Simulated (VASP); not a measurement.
# Cu (R-3m) in VASP: single point with PBE

Aim: the single point of Cu with PBE.

All numbers are computed with VASP 6.6.1; they aren't measurements. Logs are shortened: lines on timing, memory, paths and dates and some standing lists are left out, and cuts for length are marked.

## 1. The cell of the first run

It takes space group R-3m (No. 166, trigonal). The conventional cell has a = 2.532 Å, b = 2.532 Å, c = 6.390 Å, α = 90.00°, β = 90.00°, γ = 120.00°. Within 3.3 Å of Cu (site symmetry -3m) lie 12 Cu at 2.53 to 2.58 Å.

## 2. Single point, PBE

Contents of INCAR:

```
SYSTEM = Cu
ALGO = Fast
EDIFF = 1E-6
ENCUT = 520
GGA = PE
ISIF = 2
ISMEAR = 0
LASPH = .TRUE.
LCHARG = .TRUE.
LELF = .TRUE.
LREAL = .FALSE.
LVHAR = .TRUE.
LWAVE = .FALSE.
NBANDS = 48
NELM = 80
PREC = Accurate
SIGMA = 0.1
```

Contents of KPOINTS:

```
k-points
0
G
  6 6 16
  0 0 0
```

Contents of POSCAR:

```
Cu
1.0
    6.6990634827      0.0000000000      0.0000000000
   -3.3495317414      5.8015591576      0.0000000000
   -1.4355136034      0.2762647218      2.1300588313
Cu
7
Direct
    0.1428571429      0.7142857143      0.0000000000
    0.5714285714      0.8571428571      0.0000000000
    0.2857142857      0.4285714286      0.0000000000
    0.7142857143      0.5714285714      0.0000000000
    0.0000000000      0.0000000000      0.0000000000
    0.4285714286      0.1428571429      0.0000000000
    0.8571428571      0.2857142857      0.0000000000
```

Potentials or basis: VASP PAW PBE potentials, release 64 (Cu).

Run with:

```sh
> cat potpaw_PBE.64/Cu/POTCAR > POTCAR
> mpirun -np 1 vasp_std > vasp.out
```

OUTCAR:

```text
SYSTEM = Cu
   EDIFF = 1E-6
   ENCUT = 520
   GGA = PE
   ISIF = 2
   ISMEAR = 0
   LASPH = .TRUE.
   LREAL = .FALSE.
   NELM = 80
   PREC = Accurate

 ion  position               nearest neighbor table
   1  0.143  0.714  0.000-   2 2.53   3 2.53   4 2.53   6 2.53   5 2.53   7 2.53   2 2.58   3 2.58
                             5 2.58   4 2.58
   2  0.571  0.857  0.000-   1 2.53   3 2.53   5 2.53   7 2.53   4 2.53   6 2.53   1 2.58   4 2.58
                             5 2.58   6 2.58
   3  0.286  0.429  0.000-   2 2.53   1 2.53   7 2.53   5 2.53   6 2.53   4 2.53   1 2.58   6 2.58
                             4 2.58   7 2.58
   4  0.714  0.571  0.000-   6 2.53   7 2.53   1 2.53   5 2.53   2 2.53   3 2.53   7 2.58   2 2.58
                             3 2.58   1 2.58
   5  0.000  0.000  0.000-   2 2.53   6 2.53   4 2.53   3 2.53   1 2.53   7 2.53   1 2.58   7 2.58
                             2 2.58   6 2.58
   6  0.429  0.143  0.000-   7 2.53   4 2.53   5 2.53   1 2.53   3 2.53   2 2.53   7 2.58   3 2.58
                             5 2.58   2 2.58
   7  0.857  0.286  0.000-   6 2.53   4 2.53   3 2.53   2 2.53   5 2.53   1 2.53   6 2.58   4 2.58
                             5 2.58   3 2.58

  LATTYP: Found a triclinic cell.
 ALAT       =     5.7539336992
 B/A-ratio  =     1.0815735596
 C/A-ratio  =     0.4489870843
 COS(alpha) =     0.0163649171
 COS(beta)  =     0.2510433346
 COS(gamma) =     0.3727705806

  Lattice vectors:

 A1 = (  -3.8280362759,  -0.5525294436,  -4.2601176626)
 A2 = (  -1.9140181380,   5.5252944358,  -2.1300588313)
 A3 = (   1.4355136034,  -0.2762647218,  -2.1300588313)

Analysis of symmetry for initial positions (statically):
=====================================================================
 Subroutine PRICEL returns following result:

  LATTYP: Found a trigonal (rhomboedric) cell.
 ALAT       =     2.5834419152
 COS(alpha) =     0.5197108804

  Lattice vectors:

 A1 = (   0.9570090697,   1.1050588874,   2.1300588313)
 A2 = (  -1.4355136034,   0.2762647218,   2.1300588313)
 A3 = (   0.4785045348,  -1.3813236089,   2.1300588313)

   7 primitive cells build up your supercell.

 Routine SETGRP: Setting up the symmetry group for a
 triclinic supercell.

 Subroutine GETGRP returns: Found  2 space group operations
 (whereof  2 operations were pure point group operations)
 out of a pool of  2 trial point group operations.

The static configuration has the point symmetry S_2 .

Analysis of symmetry for dynamics (positions and initial velocities):
=====================================================================
 Subroutine PRICEL returns following result:

  LATTYP: Found a trigonal (rhomboedric) cell.
 ALAT       =     2.5834419152
 COS(alpha) =     0.5197108804

  Lattice vectors:

 A1 = (   0.9570090697,   1.1050588874,   2.1300588313)
 A2 = (  -1.4355136034,   0.2762647218,   2.1300588313)
 A3 = (   0.4785045348,  -1.3813236089,   2.1300588313)

   7 primitive cells build up your supercell.

 Routine SETGRP: Setting up the symmetry group for a
 triclinic supercell.

 Subroutine GETGRP returns: Found  2 space group operations
 (whereof  2 operations were pure point group operations)
 out of a pool of  2 trial point group operations.

The dynamic configuration has the point symmetry S_2 .

 Subroutine INISYM returns: Found  2 space group operations
 (whereof  2 operations are pure point group operations),
 and found     7 'primitive' translations

----------------------------------------------------------------------------------------

                                     Primitive cell

  volume of cell :      11.8264

  direct lattice vectors                    reciprocal lattice vectors
     0.957009070  1.105058887  2.130058831     0.298549193  0.344734914  0.156490200
    -1.435513603  0.276264722  2.130058831    -0.447823790  0.086183729  0.156490200
     0.478504535 -1.381323609  2.130058831     0.149274597 -0.430918643  0.156490200

  length of vectors
     2.583441915  2.583441915  2.583441915     0.482144133  0.482144133  0.482144133

  position of ions in fractional coordinates (direct lattice)
     0.000000000  0.000000000  1.000000000

  ion indices of the primitive-cell ions
   primitive index   ion index
                 1           1

----------------------------------------------------------------------------------------

 KPOINTS: k-points

Automatic generation of k-mesh.
 Grid dimensions read from file:
 generate k-points for:    6    6   16

 Generating k-lattice:

  Cartesian coordinates                     Fractional coordinates (reciprocal lattice)
     0.024879099  0.014363955  0.014903829     0.166666667  0.000000000  0.000000000
     0.000000000  0.028727910 -0.003725957     0.000000000  0.166666667  0.000000000
     0.000000000  0.000000000  0.029341913     0.000000000  0.000000000  0.062500000

  Length of vectors
     0.032363821  0.028968527  0.029341913

  Shift w.r.t. Gamma in fractional coordinates (k-lattice)
     0.000000000  0.000000000  0.000000000

 Subroutine IBZKPT returns following result:
 ===========================================

 Found    292 irreducible k-points:

 Following reciprocal coordinates:
            Coordinates               Weight
  0.000000  0.000000  0.000000      1.000000
  0.166667  0.000000  0.000000      2.000000
  0.333333 -0.000000  0.000000      2.000000
  0.500000  0.000000 -0.000000      1.000000
  0.000000  0.166667 -0.000000      2.000000
  0.166667  0.166667  0.000000      2.000000
[... 16 lines left out ...]
  0.333333 -0.000000  0.062500      2.000000
  0.500000  0.000000  0.062500      2.000000
 [... further k-points ...]
   k-points           NKPTS =    292   k-points in BZ     NKDIM =    292   number of bands    NBANDS=     48
   number of dos      NEDOS =    301   number of ions     NIONS =      7
   total plane-waves  NPLWV =  50000
   dimension x,y,z NGX =    50 NGY =   50 NGZ =   20
   dimension x,y,z NGXF=   100 NGYF=  100 NGZF=   40
   ions per type =               7
   NGX,Y,Z   is equivalent  to a cutoff of  12.41, 12.41, 12.87 a.u.
   NGXF,Y,Z  is equivalent  to a cutoff of  24.82, 24.82, 25.74 a.u.
 SYSTEM =  Cu
   PREC   = accura    normal or accurate (medium, high low for compatibility)
   ISTART =      0    job   : 0-new  1-cont  2-samecut
   ICHARG =      2    charge: 1-file 2-atom 10-const
   ISPIN  =      1    spin polarized calculation?
   LNONCOLLINEAR =      F non collinear calculations
   LSORBIT =      F    spin-orbit coupling
   LASPH  =      T    aspherical Exc in radial PAW
   ENCUT  =  520.0 eV  38.22 Ry    6.18 a.u.  12.46 12.46  4.80*2*pi/ulx,y,z
   NELM   =     80;   NELMIN=  2; NELMDL= -5     # of ELM steps
   EDIFF  = 0.1E-05   stopping-criterion for ELM
   LREAL  =      F    real-space projection
[... 7 lines left out ...]
   TEBEG  =    0.0;   TEEND  =   0.0 temperature during run
   PSTRESS=    0.0 pullay stress
   NELECT =      77.0000    total number of electrons
   NUPDOWN=      -1.0000    fix difference up-down
   EMIN   =  10.00;   EMAX   =-10.00  energy-range for DOS
   EFERMI =   0.00;   METHOD = LEGACY
   ISMEAR =     0;   SIGMA  =   0.10  broadening in eV -4-tet -1-fermi 0-gaus
   EFERMI_NEDOS =   21; number of points for ismear=-14 and -15
   IALGO  =     68    algorithm
   IMIX   =      4    mixing-type and parameters
     AMIX     =   0.40;   BMIX     =  1.00
     AMIX_MAG =   1.60;   BMIX_MAG =  1.00
  volume/ion in A,a.u.               =      11.83        79.81
  Fermi-wavevector in a.u.,A,eV,Ry     =   1.598042  3.019862 34.745730  2.553739
  Thomas-Fermi vector in A             =   2.695554
   LORBIT       =      0    0 simple, 1 ext, 2 COOP (PROOUT), +10 PAW based schemes
   GGA     = PE    functional components
   LHFCALC =     F    Hartree Fock is set to
   AEXX    =    0.0000 exact exchange contribution
   IVDW    =     0    specifies the selected vdW correction
   LEPSILON=     F    determine dielectric tensor
   LRPA    =     F    only Hartree local field effects (RPA)
 non-spin polarized calculation
 RMM-DIIS sequential band-by-band and
 Gauss-broadening in eV      SIGMA  =   0.10
  energy-cutoff  :      520.00
  volume of cell :       82.78
 maximum number of plane-waves:      2246
 NGX is ok and might be reduce to    50
   NGX = 25   NGY = 25   NGZ =  9

 number of electron      76.9999982 magnetization

 Free energy of the ion-electron system (eV)
  ---------------------------------------------------
  ext. energy  EPLUGINS =         0.00000000
  ---------------------------------------------------
  free energy    TOTEN  =       -26.06418541 eV

  energy without entropy =      -26.05305817  energy(sigma->0) =      -26.05862179

 E-fermi :   7.5739     XC(G=0): -12.7172

 val. band max:        7.5717499240   @ k =  -0.1667  -0.1667   0.0625
 cond. band min:       7.5769243313   @ k =  -0.1667  -0.3333   0.1875
 fundamental gap:      0.0051744073
 Fermi energy:         7.5738918647

 k-point     1 :       0.0000    0.0000    0.0000
  band No.  band energies     occupation
      1      -1.7719      2.00000
      2       2.1576      2.00000
      3       2.1576      2.00000
      4       2.5589      2.00000
      5       2.5589      2.00000
      6       2.7706      2.00000
[... 40 lines left out ...]
     47      18.4375      0.00000
     48      18.4375      0.00000

 k-point     2 :       0.1667    0.0000    0.0000
  band No.  band energies     occupation
      1      -1.6056      2.00000
      2       1.7562      2.00000
      3       1.7733      2.00000
      4       2.5252      2.00000
      5       2.6939      2.00000
      6       2.7787      2.00000
[... 40 lines left out ...]
     47      17.5713      0.00000
     48      17.6571      0.00000

 k-point     3 :       0.3333   -0.0000    0.0000
  band No.  band energies     occupation
      1      -1.1148      2.00000
      2       0.6856      2.00000
      3       1.6318      2.00000
      4       2.0979      2.00000
      5       2.7227      2.00000
      6       3.1329      2.00000
[... 40 lines left out ...]
     47      16.9322      0.00000
     48      18.7055      0.00000

 k-point     4 :       0.5000    0.0000   -0.0000
  band No.  band energies     occupation
      1      -0.3279      2.00000
      2      -0.3279      2.00000
      3       1.7528      2.00000
      4       1.7528      2.00000
      5       2.6968      2.00000
      6       3.1556      2.00000
[... 958 lines left out ...]
     47      18.2486      0.00000
     48      18.3073      0.00000

 k-point    23 :       0.3333   -0.0000    0.0625
  band No.  band energies     occupation
      1      -0.7180      2.00000
      2       0.3368      2.00000
      3       1.7423      2.00000
      4       1.9626      2.00000
      5       2.7652      2.00000
      6       3.0981      2.00000
[... 40 lines left out ...]
     47      17.7057      0.00000
     48      19.2257      0.00000

 k-point    24 :       0.5000    0.0000    0.0625
  band No.  band energies     occupation
      1      -0.5868      2.00000
      2       0.1715      2.00000
      3       1.4719      2.00000
      4       2.1729      2.00000
      5       2.7400      2.00000
      6       3.1298      2.00000
[... 40 lines left out ...]
     47      17.4033      0.00000
     48      18.5969      0.00000

 [... further k-points ...]
[... 5 lines left out ...]
  --------------------------------------------------------------------------------------
  -------------------------------------------------------------------------------------
  Total        1.9062285      1.9195782     -0.6853190     -0.0105914     -0.0555766     -0.1411481
  in kB       36.8922483     37.1506114    -13.2633419     -0.2049803     -1.0756024     -2.7317147
  external PRESSURE =      20.2598393 kB  Pullay stress =       0.0000000 kB

 VOLUME and BASIS-vectors are now :
 -----------------------------------------------------------------------------
  energy-cutoff  :      520.00
  volume of cell :       82.78
      direct lattice vectors                 reciprocal lattice vectors
     6.699063483  0.000000000  0.000000000     0.149274597  0.086183729  0.089422972
    -3.349531741  5.801559158  0.000000000     0.000000000  0.172367457 -0.022355743
    -1.435513603  0.276264722  2.130058831     0.000000000  0.000000000  0.469470601

 POSITION                                       TOTAL-FORCE (eV/Angst)
 -----------------------------------------------------------------------------------
     -1.43551      4.14397      0.00000         0.000000      0.000000     -0.000000
      0.95701      4.97276      0.00000         0.000000     -0.000000      0.000000
      0.47850      2.48638      0.00000         0.000000      0.000000     -0.000000
      2.87103      3.31518      0.00000        -0.000000     -0.000000      0.000000
      0.00000      0.00000      0.00000        -0.000000      0.000000      0.000000
      2.39252      0.82879      0.00000        -0.000000     -0.000000      0.000000
      4.78505      1.65759      0.00000         0.000000     -0.000000     -0.000000
 -----------------------------------------------------------------------------------
    total drift:                                0.000000      0.000000      0.000000

  FREE ENERGIE OF THE ION-ELECTRON SYSTEM (eV)
  ---------------------------------------------------
  free  energy   TOTEN  =       -26.0641854147 eV

  energy  without entropy=      -26.0530581683  energy(sigma->0) =      -26.05862179
```

Run time: 36 min. Hardware: 1 thread of Oxide Virtual Turin-like, shared host; peak memory 0.76 GiB.

What came out:

| Item | Value |
| --- | --- |
| Free energy | -26.0642 eV |
| Pressure | 2.0 GPa |
| Band gap on the k mesh | zero (an odd number of electrons rules out a gap without spin polarisation) |

Caveat: the stress differs along the axes, from -1 to 4 GPa.
